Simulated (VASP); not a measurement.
# Pd (Im-3m) in VASP: notebook

The runs below take Pd through single point, with revPBE.

All numbers are computed with VASP 6.6.1; they aren't measurements. Logs are shortened: lines on timing, memory, paths and dates and some standing lists are left out, and cuts for length are marked.

## 1. The cell of the first run

The structure is cubic, space group Im-3m (No. 229). The conventional cell has a = 3.029 Å, b = 3.029 Å, c = 3.029 Å, α = 90.00°, β = 90.00°, γ = 90.00°. Within 3.5 Å of Pd (site symmetry m-3m) lie 14 Pd at 2.62 to 3.03 Å.

## 2. Single point, revPBE, collinear spin, ferromagnetic start (volume scaled by 0.88)

INCAR reads:

```
SYSTEM = Pd
  ALGO = Normal
  EDIFF = 1E-6
  ENCUT = 520
  GGA = RE
  ISIF = 2
  ISMEAR = -1
  ISPIN = 2
  LASPH = .True.
  LCHARG = .True.
  LELF = .True.
  LMAXMIX = 4
  LORBIT = 11
  LREAL = .False.
  LVHAR = .True.
  LWAVE = .False.
  MAGMOM = 0.5
  NBANDS = 15
  NELM = 150
  PREC = Accurate
  SIGMA = 0.05
```

KPOINTS reads:

```
k-points
0
Gamma
  16 16 16
  0 0 0
```

POSCAR reads:

```
Pd
1.0
   -1.5143071048      1.5143071048      1.5143071048
    1.5143071048     -1.5143071048      1.5143071048
    1.5143071048      1.5143071048     -1.5143071048
Pd
1
Direct
    0.0000000000      0.0000000000      0.0000000000
```

Potentials or basis: VASP PAW PBE potentials, release 64 (Pd).

Started as:

```console
$ cat potpaw_PBE.64/Pd/POTCAR > POTCAR
$ mpirun -np 1 vasp_std > vasp.out
```

OUTCAR:

```text
SYSTEM = Pd
   EDIFF = 1E-6
   ENCUT = 520
   GGA = RE
   ISIF = 2
   ISMEAR = -1
   ISPIN = 2
   LASPH = .True.
   LORBIT = 11
   LREAL = .False.
   NELM = 150
   PREC = Accurate

 ion  position               nearest neighbor table
   1  0.000  0.000  0.000-

  LATTYP: Found a body centered cubic cell.
 ALAT       =     3.0286142096

  Lattice vectors:

 A1 = (  -1.5143071048,   1.5143071048,   1.5143071048)
 A2 = (   1.5143071048,  -1.5143071048,   1.5143071048)
 A3 = (   1.5143071048,   1.5143071048,  -1.5143071048)

Analysis of symmetry for initial positions (statically):
=====================================================================
 Subroutine PRICEL returns:
 Original cell was already a primitive cell.

 Routine SETGRP: Setting up the symmetry group for a
 body centered cubic supercell.

 Subroutine GETGRP returns: Found 48 space group operations
 (whereof 48 operations were pure point group operations)
 out of a pool of 48 trial point group operations.

The static configuration has the point symmetry O_h .

Analysis of symmetry for dynamics (positions and initial velocities):
=====================================================================
 Subroutine PRICEL returns:
 Original cell was already a primitive cell.

 Routine SETGRP: Setting up the symmetry group for a
 body centered cubic supercell.

 Subroutine GETGRP returns: Found 48 space group operations
 (whereof 48 operations were pure point group operations)
 out of a pool of 48 trial point group operations.

The dynamic configuration has the point symmetry O_h .

Analysis of structural, dynamic, and magnetic symmetry:
=====================================================================
 Subroutine PRICEL returns:
 Original cell was already a primitive cell.

 Routine SETGRP: Setting up the symmetry group for a
 body centered cubic supercell.

 Subroutine GETGRP returns: Found 48 space group operations
 (whereof 48 operations were pure point group operations)
 out of a pool of 48 trial point group operations.

The overall configuration has the point symmetry O_h .

 Subroutine INISYM returns: Found 48 space group operations
 (whereof 48 operations are pure point group operations),
 and found     1 'primitive' translations

----------------------------------------------------------------------------------------

                                     Primitive cell

  volume of cell :      13.8900

  direct lattice vectors                    reciprocal lattice vectors
    -1.514307105  1.514307105  1.514307105     0.000000000  0.330184015  0.330184015
     1.514307105 -1.514307105  1.514307105     0.330184015  0.000000000  0.330184015
     1.514307105  1.514307105 -1.514307105     0.330184015  0.330184015  0.000000000

  length of vectors
     2.622856844  2.622856844  2.622856844     0.466950712  0.466950712  0.466950712

  position of ions in fractional coordinates (direct lattice)
     0.000000000  0.000000000  0.000000000

  ion indices of the primitive-cell ions
   primitive index   ion index
                 1           1

----------------------------------------------------------------------------------------

 KPOINTS: k-points

Automatic generation of k-mesh.
 Grid dimensions read from file:
 generate k-points for:   16   16   16

 Generating k-lattice:

  Cartesian coordinates                     Fractional coordinates (reciprocal lattice)
     0.000000000  0.020636501  0.020636501     0.062500000  0.000000000  0.000000000
     0.020636501  0.000000000  0.020636501     0.000000000  0.062500000  0.000000000
     0.020636501  0.020636501  0.000000000     0.000000000  0.000000000  0.062500000

  Length of vectors
     0.029184420  0.029184420  0.029184420

  Shift w.r.t. Gamma in fractional coordinates (k-lattice)
     0.000000000  0.000000000  0.000000000

 Subroutine IBZKPT returns following result:
 ===========================================

 Found    145 irreducible k-points:

 Following reciprocal coordinates:
            Coordinates               Weight
  0.000000  0.000000  0.000000      1.000000
  0.062500  0.000000  0.000000     12.000000
  0.125000  0.000000  0.000000     12.000000
  0.187500  0.000000  0.000000     12.000000
  0.250000  0.000000  0.000000     12.000000
  0.312500  0.000000  0.000000     12.000000
[... 16 lines left out ...]
  0.187500  0.187500  0.000000     24.000000
  0.250000  0.187500 -0.000000     48.000000
 [... further k-points ...]
   k-points           NKPTS =    145   k-points in BZ     NKDIM =    145   number of bands    NBANDS=     15
   number of dos      NEDOS =    301   number of ions     NIONS =      1
   total plane-waves  NPLWV =   8000
   dimension x,y,z NGX =    20 NGY =   20 NGZ =   20
   dimension x,y,z NGXF=    40 NGYF=   40 NGZF=   40
   ions per type =               1
   NGX,Y,Z   is equivalent  to a cutoff of  12.68, 12.68, 12.68 a.u.
   NGXF,Y,Z  is equivalent  to a cutoff of  25.35, 25.35, 25.35 a.u.
 SYSTEM =  Pd
   PREC   = accura    normal or accurate (medium, high low for compatibility)
   ISTART =      0    job   : 0-new  1-cont  2-samecut
   ICHARG =      2    charge: 1-file 2-atom 10-const
   ISPIN  =      2    spin polarized calculation?
   LNONCOLLINEAR =      F non collinear calculations
   LSORBIT =      F    spin-orbit coupling
   LASPH  =      T    aspherical Exc in radial PAW
   ENCUT  =  520.0 eV  38.22 Ry    6.18 a.u.   4.88  4.88  4.88*2*pi/ulx,y,z
   NELM   =    150;   NELMIN=  2; NELMDL= -5     # of ELM steps
   EDIFF  = 0.1E-05   stopping-criterion for ELM
   LREAL  =      F    real-space projection
   EDIFFG = 0.1E-04   stopping-criterion for IOM
   NSW    =      0    number of steps for IOM
   IBRION =     -1    ionic relax: 0-MD 1-quasi-New 2-CG
   NFREE  =      0    steps in history (QN), initial steepest desc. (CG)
   ISIF   =      2    stress and relaxation
   ISYM   =      2    0-nonsym 1-usesym 2-fastsym
   POTIM  = 0.5000    time-step for ionic-motion
   TEBEG  =    0.0;   TEEND  =   0.0 temperature during run
   PSTRESS=    0.0 pullay stress
   NELECT =      10.0000    total number of electrons
   NUPDOWN=      -1.0000    fix difference up-down
   EMIN   =  10.00;   EMAX   =-10.00  energy-range for DOS
   EFERMI =   0.00;   METHOD = LEGACY
   ISMEAR =    -1;   SIGMA  =   0.05  broadening in eV -4-tet -1-fermi 0-gaus
   EFERMI_NEDOS =   21; number of points for ismear=-14 and -15
   IALGO  =     38    algorithm
   IMIX   =      4    mixing-type and parameters
     AMIX     =   0.40;   BMIX     =  1.00
     AMIX_MAG =   1.60;   BMIX_MAG =  1.00
  volume/ion in A,a.u.               =      13.89        93.73
  Fermi-wavevector in a.u.,A,eV,Ry     =   1.467262  2.772722 29.291391  2.152856
  Thomas-Fermi vector in A             =   2.582900
   LORBIT       =     11    0 simple, 1 ext, 2 COOP (PROOUT), +10 PAW based schemes
   GGA     = RE    functional components
   LHFCALC =     F    Hartree Fock is set to
   AEXX    =    0.0000 exact exchange contribution
   IVDW    =     0    specifies the selected vdW correction
   LEPSILON=     F    determine dielectric tensor
   LRPA    =     F    only Hartree local field effects (RPA)
 spin polarized calculation
  energy-cutoff  :      520.00
  volume of cell :       13.89
 maximum number of plane-waves:       386
   NGX =  9   NGY =  9   NGZ =  9

 number of electron      10.0000000 magnetization       0.5000000

 number of electron       9.9999998 magnetization      -0.0049080

 number of electron       9.9999998 magnetization       0.0005013

 Free energy of the ion-electron system (eV)
  ---------------------------------------------------
  ext. energy  EPLUGINS =         0.00000000
  ---------------------------------------------------
  free energy    TOTEN  =        -4.57287813 eV

  energy without entropy =       -4.56229815  energy(sigma->0) =       -4.56758814

 E-fermi :  10.9238     XC(G=0): -13.4846

 val. band max:       10.9175541640   @ k =  -0.3750   0.5000   0.2500
 cond. band min:      10.9276643848   @ k =  -0.3750   0.4375   0.1250
 fundamental gap:      0.0101102208
 Fermi energy:        10.9237501924

 spin component 1

 k-point     1 :       0.0000    0.0000    0.0000
  band No.  band energies     occupation
      1       3.3304      1.00000
      2       7.6654      1.00000
      3       7.6654      1.00000
      4       7.6654      1.00000
      5       9.8382      1.00000
      6       9.8382      1.00000
      7      30.4048      0.00000
      8      30.4048      0.00000
      9      30.4048      0.00000
     10      37.1065      0.00000
     11      39.6896      0.00000
     12      39.6896      0.00000
     13      41.5706      0.00000
     14      41.5706      0.00000
     15      41.5706      0.00000
[... 397 lines left out ...]
 k-point    24 :       0.2500    0.1875   -0.0000
  band No.  band energies     occupation
      1       5.9761      1.00000
      2       6.8026      1.00000
      3       7.8481      1.00000
      4       9.4622      1.00000
      5      10.2361      1.00000
      6      12.5849      0.00000
      7      23.7161      0.00000
      8      25.2967      0.00000
      9      29.7342      0.00000
     10      33.9354      0.00000
     11      37.0875      0.00000
     12      38.2896      0.00000
     13      41.2943      0.00000
     14      43.9289      0.00000
     15      44.4567      0.00000

 [... further k-points ...]

 spin component 2

 k-point     1 :       0.0000    0.0000    0.0000
  band No.  band energies     occupation
      1       3.3303      1.00000
      2       7.6659      1.00000
      3       7.6659      1.00000
      4       7.6659      1.00000
      5       9.8384      1.00000
      6       9.8384      1.00000
      7      30.4048      0.00000
      8      30.4048      0.00000
      9      30.4048      0.00000
     10      37.1072      0.00000
     11      39.6894      0.00000
     12      39.6894      0.00000
     13      41.5707      0.00000
     14      41.5707      0.00000
     15      41.5707      0.00000
[... 397 lines left out ...]
 k-point    24 :       0.2500    0.1875   -0.0000
  band No.  band energies     occupation
      1       5.9764      1.00000
      2       6.8030      1.00000
      3       7.8484      1.00000
      4       9.4625      1.00000
      5      10.2365      1.00000
      6      12.5853      0.00000
      7      23.7162      0.00000
      8      25.2967      0.00000
      9      29.7342      0.00000
     10      33.9354      0.00000
     11      37.0882      0.00000
     12      38.2896      0.00000
     13      41.2944      0.00000
     14      43.9290      0.00000
     15      44.4571      0.00000

 [... further k-points ...]
[... 5 lines left out ...]
  --------------------------------------------------------------------------------------
  -------------------------------------------------------------------------------------
  Total        2.3105257      2.3105257      2.3105257      0.0000000      0.0000000      0.0000000
  in kB      266.5136891    266.5136891    266.5136891      0.0000000      0.0000000      0.0000000
  external PRESSURE =     266.5136891 kB  Pullay stress =       0.0000000 kB

 VOLUME and BASIS-vectors are now :
 -----------------------------------------------------------------------------
  energy-cutoff  :      520.00
  volume of cell :       13.89
      direct lattice vectors                 reciprocal lattice vectors
    -1.514307105  1.514307105  1.514307105     0.000000000  0.330184015  0.330184015
     1.514307105 -1.514307105  1.514307105     0.330184015  0.000000000  0.330184015
     1.514307105  1.514307105 -1.514307105     0.330184015  0.330184015  0.000000000

 POSITION                                       TOTAL-FORCE (eV/Angst)
 -----------------------------------------------------------------------------------
      0.00000      0.00000      0.00000         0.000000     -0.000000     -0.000000
 -----------------------------------------------------------------------------------
    total drift:                                0.000000     -0.000000      0.000000

  FREE ENERGIE OF THE ION-ELECTRON SYSTEM (eV)
  ---------------------------------------------------
  free  energy   TOTEN  =        -4.5728781294 eV

  energy  without entropy=       -4.5622981484  energy(sigma->0) =       -4.56758814

 total charge

# of ion       s       p       d       tot
------------------------------------------
    1        0.524   0.527   8.544   9.595

 magnetization (x)

# of ion       s       p       d       tot
------------------------------------------
    1       -0.000  -0.000   0.000   0.000
```

Run time: 36 s. Hardware: 1 thread of Intel Xeon Platinum 8488C (Sapphire Rapids), shared host; peak memory 0.16 GiB.

Results:

```yaml
Free_energy: -4.5729 eV
Pressure: 26.7 GPa
Band_gap_on_the_k_mesh: zero (filled and empty bands overlap)
Net_moment: 0.00 μB per cell
Valence_electrons_inside_the_program's_atomic_spheres: Pd 9.60
```

Levels at points of the mesh, in eV from the Fermi level:
Spin up:
```tsv
k point	band 3	band 4	band 5	band 6	band 7	band 8
(0.00, 0.00, 0.00)	-3.26	-3.26	-1.09	-1.09	19.48	19.48
(0.50, 0.00, 0.00)	-1.15	-0.81	0.68	1.30	8.52	15.28
(0.50, 0.50, 0.50)	0.24	0.24	0.24	9.51	9.51	9.51
```
Spin down:
```csv
k point,band 1,band 2,band 3,band 4,band 5,band 6,band 7,band 8,band 9,band 10
"(0.00, 0.00, 0.00)",-7.59,-3.26,-3.26,-3.26,-1.09,-1.09,19.48,19.48,19.48,26.18
"(0.50, 0.00, 0.00)",-5.82,-4.59,-1.15,-0.81,0.68,1.30,8.52,15.28,18.56,25.36
"(0.50, 0.50, 0.50)",-5.81,-5.81,0.24,0.24,0.24,9.51,9.51,9.51,18.44,18.44
```

Caveat: the PAW data sets were made with another functional, which shifts forces and pressure a little.

## 3. Single point, revPBE, collinear spin, ferromagnetic start (volume scaled by 0.92)

INCAR reads:

```
ALGO     = Normal         # electronic algorithm
EDIFF    = 1E-6           # SCF threshold, eV
ENCUT    = 520            # plane-wave cutoff, eV
GGA      = RE             # functional
ISIF     = 2              # what is computed and relaxed
ISMEAR   = -1             # smearing method
ISPIN    = 2              # spin polarisation
LASPH    = T              # aspherical terms in the spheres
LCHARG   = F              # write CHGCAR
LMAXMIX  = 4              # l up to which the mixer works
LORBIT   = 11             # projections on sites
LREAL    = F              # projectors in reciprocal space
LWAVE    = F              # write WAVECAR
MAGMOM   = 0.5            # initial moments
NBANDS   = 15             # bands
NELM     = 150            # most SCF steps
PREC     = Accurate       # precision mode
SIGMA    = 0.05           # smearing width, eV
```

KPOINTS reads:

```
k-points
0
Gamma
  16 16 16
```

POSCAR reads:

```
Pd
1.0
   -1.5369120360      1.5369120360      1.5369120360
    1.5369120360     -1.5369120360      1.5369120360
    1.5369120360      1.5369120360     -1.5369120360
Pd
1
Direct
    0.0000000000      0.0000000000      0.0000000000
```

Potentials or basis: VASP PAW PBE potentials, release 64 (Pd).

Started as:

```console
$ cat potpaw_PBE.64/Pd/POTCAR > POTCAR
$ mpirun -np 1 vasp_std > vasp.out
```

OUTCAR:

```text
EDIFF = 1E-6
   ENCUT = 520
   GGA = RE
   ISIF = 2
   ISMEAR = -1
   ISPIN = 2
   LASPH = T
   LORBIT = 11
   LREAL = F
   NELM = 150
   PREC = Accurate

 ion  position               nearest neighbor table
   1  0.000  0.000  0.000-

  LATTYP: Found a body centered cubic cell.
 ALAT       =     3.0738240720

  Lattice vectors:

 A1 = (  -1.5369120360,   1.5369120360,   1.5369120360)
 A2 = (   1.5369120360,  -1.5369120360,   1.5369120360)
[... 1074 lines left out ...]
  --------------------------------------------------------------------------------------
  -------------------------------------------------------------------------------------
  Total        1.3823148      1.3823148      1.3823148      0.0000000      0.0000000     -0.0000000
  in kB      152.5142873    152.5142873    152.5142873      0.0000000      0.0000000     -0.0000000
  external PRESSURE =     152.5142873 kB  Pullay stress =       0.0000000 kB

 VOLUME and BASIS-vectors are now :
 -----------------------------------------------------------------------------
  energy-cutoff  :      520.00
  volume of cell :       14.52
      direct lattice vectors                 reciprocal lattice vectors
    -1.536912036  1.536912036  1.536912036     0.000000000  0.325327662  0.325327662
     1.536912036 -1.536912036  1.536912036     0.325327662  0.000000000  0.325327662
     1.536912036  1.536912036 -1.536912036     0.325327662  0.325327662  0.000000000

 POSITION                                       TOTAL-FORCE (eV/Angst)
 -----------------------------------------------------------------------------------
      0.00000      0.00000      0.00000        -0.000000      0.000000      0.000000
 -----------------------------------------------------------------------------------
    total drift:                                0.000000     -0.000000      0.000000

  FREE ENERGIE OF THE ION-ELECTRON SYSTEM (eV)
  ---------------------------------------------------
  free  energy   TOTEN  =        -4.6548535205 eV

  energy  without entropy=       -4.6439695581  energy(sigma->0) =       -4.64941154

 total charge

# of ion       s       p       d       tot
------------------------------------------
    1        0.499   0.479   8.514   9.492

 magnetization (x)

# of ion       s       p       d       tot
------------------------------------------
    1       -0.000  -0.000   0.000   0.000
```

stdout:

```text
POSCAR found type information on POSCAR Pd
 POSCAR found :  1 types and       1 ions
 scaLAPACK will be used
 -----------------------------------------------------------------------------
|                                                                             |
|                                                                             |
|     You enforced a specific xc type in the INCAR file but a different       |
|     I HOPE YOU KNOW WHAT YOU ARE DOING!                                     |
|                                                                             |
 -----------------------------------------------------------------------------

 LDA part: xc-table for (Slater+PW92), standard interpolation
 POSCAR, INCAR and KPOINTS ok, starting setup
 FFT: planning ... GRIDC
 FFT: planning ... GRID_SOFT
 FFT: planning ... GRID
 WAVECAR not read
 entering main loop
```

It took 38 s on 1 thread of Intel Xeon Platinum 8488C (Sapphire Rapids), shared host; peak memory 0.16 GiB.

Results:

| Property | Result |
| --- | --- |
| Free energy | -4.6549 eV |
| Pressure | 15.3 GPa |
| Band gap on the k mesh | zero (filled and empty bands overlap) |
| Net moment | 0.00 μB per cell |
| Valence electrons inside the program's atomic spheres | Pd 9.49 |

Caveat: the PAW data sets were made with another functional, which shifts forces and pressure a little.

[end of part 1 of 2]
